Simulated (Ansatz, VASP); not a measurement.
# Two plane-wave programs on TiAl

The input INCAR:

```
SYSTEM = TiAl
PREC = Accurate
ENCUT = 520
EDIFF = 1E-6
ISMEAR = 0
SIGMA = 0.1
LREAL = .FALSE.
LASPH = .TRUE.
NELM = 100
ALGO = Fast
ISIF = 2
LWAVE = .FALSE.
LCHARG = .FALSE.
GGA = PS
NBANDS = 14
```

Contents of KPOINTS:

```
regular mesh
0
G
  12 12 12
  0 0 0
```

Contents of POSCAR:

```
TiAl
1.0
    3.2376859402      0.0000000000      0.0000000000
    0.0000000000      3.1423140202      0.0000000000
    0.0000000000      0.0000000000      3.2376859402
Ti Al
1 1
Direct
    0.0000000000      0.0000000000      0.0000000000
    0.5000000000      0.5000000000      0.5000000000
```

Input for Ansatz:

```yaml
crystal:
  lattice:
    - [3.2376859402, 0.0, 0.0]
    - [0.0, 3.1423140202, 0.0]
    - [0.0, 0.0, 3.2376859402]
  atoms:
    - { symbol: Ti, position: [0.0, 0.0, 0.0] }
    - { symbol: Al, position: [0.5, 0.5, 0.5] }
basis:
  ecutwfc: 420
kpoints:
  mp_grid: { grid: [12, 12, 12] }
hamiltonian:
  xc: pbesol
scf:
  occupations: { method: gaussian, width: 0.1 }
output:
  forces: true
  stress: true
  eigenvalues: true
  populations: true
```

Alike in both runs: task single point; functional PBEsol; k mesh 12 × 12 × 12; occupations gaussian, width 0.1 eV; no spin polarisation.

|  | VASP | Ansatz |
| --- | --- | --- |
| version | VASP 6.6.1 | Ansatz 0.2.0 |
| potentials or method | VASP PAW PBE potentials, release 64 (Ti_sv, Al), cutoff 520 eV | scalar-relativistic, plane waves, PAW |
| valence electrons in the cell | 15 | 15 |

```csv
,VASP,Ansatz,Ansatz less VASP
gap on the k mesh at the Fermi level (eV),none,none,-
pressure (GPa),-5.0,-5.0,-0.05
"traceless stress, the component that is largest in VASP (GPa)",-0.73,-0.73,+0.001
```

VASP's potentials were made for PBE, not for PBEsol. A gap of «none» marks a metal or a gap that the smearing closes.
